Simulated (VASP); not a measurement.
Here is a VASP 6.6.1 calculation.

INCAR

```
ALGO = Normal
EDIFF = 1E-6
ENCUT = 520
GGA = PS
ISIF = 2
ISMEAR = 0
LASPH = T
LCHARG = F
LREAL = F
LWAVE = F
NBANDS = 36
NELM = 80
PREC = Accurate
SIGMA = 0.15
```

KPOINTS

```
k-points
0
Gamma
  10 10 10
```

The input POSCAR:

```
CoSi
1.0
    4.3858255225      0.0000000000      0.0000000000
    0.0000000000      4.3858255225      0.0000000000
    0.0000000000      0.0000000000      4.3858255225
Co Si
4 4
Direct
    0.1456446743      0.1456446743      0.1627452178
    0.3543553257      0.8543553257      0.6627452178
    0.6456446743      0.3543553257      0.8714558692
    0.8543553257      0.6456446743      0.3714558692
    0.8433288496      0.8433288496      0.8433288496
    0.6566711504      0.1566711504      0.3433288496
    0.3433288496      0.6566711504      0.1566711504
    0.1566711504      0.3433288496      0.6566711504
```

Potentials or basis: VASP PAW PBE potentials, release 64 (Co, Si).

The run is started by

```sh
$ cat potpaw_PBE.64/Co/POTCAR potpaw_PBE.64/Si/POTCAR > POTCAR
$ mpirun -np 1 vasp_std > vasp.out
```

Question: What does it give for the pressure?

Answer: 0.8 GPa.

Question: What does it give for the band gap on the k mesh?

Answer: Zero (bands 26 and 27 overlap by 0.22 eV).

Question: Predict the largest force.

Answer: 0.712 eV/Å.

Forces in eV/Å, atoms in the order of the input:
```
Co   0.008 -0.075 -0.633
Co  -0.008  0.075 -0.633
Co   0.035 -0.035 -0.688
Co  -0.035  0.035 -0.688
Si   0.162  0.187  0.668
Si  -0.162 -0.187  0.668
Si  -0.201  0.141  0.653
Si   0.201 -0.141  0.653
```

Caveat: the cell differs from its parent crystal (all Co atoms moved +0.075 Å, as atom 1 along Cartesian [0 0 1]); the PAW data sets were made with another functional, which shifts forces and pressure a little; the run has no spin polarisation, though such a crystal can be magnetic. Spin polarisation is off, so any magnetic state and its effect on volume and gap are missing.
